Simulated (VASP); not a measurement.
Here is a VASP 6.6.1 calculation.

The input INCAR:

```
PREC = Accurate ; ENCUT = 520
EDIFF = 1E-6 ; ISMEAR = 0
SIGMA = 0.01 ; LREAL = F
LASPH = T ; NELM = 80
ALGO = Normal ; ISIF = 2
LWAVE = F ; LCHARG = F
GGA = CA ; NBANDS = 11
```

The input KPOINTS:

```
Automatic mesh
0
Gamma
  10 10 10
```

The input POSCAR:

```
BP
1.0
    0.0000000000      2.2103848551      2.2103848551
    2.2103848551      0.0000000000      2.2103848551
    2.2103848551      2.2103848551      0.0000000000
B P
1 1
Direct
    0.0000000000      0.0000000000      0.0000000000
    0.7500000000      0.7500000000      0.7500000000
```

Potentials or basis: VASP PAW LDA potentials, release 64 (B, P).

Command:

```sh
$ cat potpaw_LDA.64/B/POTCAR potpaw_LDA.64/P/POTCAR > POTCAR
$ mpirun -np 1 vasp_std > vasp.out
```

Q: Estimate the band gap on the k mesh.

A: 1.09 eV, indirect (least direct gap 3.51 eV).

Q: What does it give for the pressure?

A: 8.9 GPa.

A k mesh can miss the band edges. LDA gaps usually lie below the measured ones, often by a third to a half.
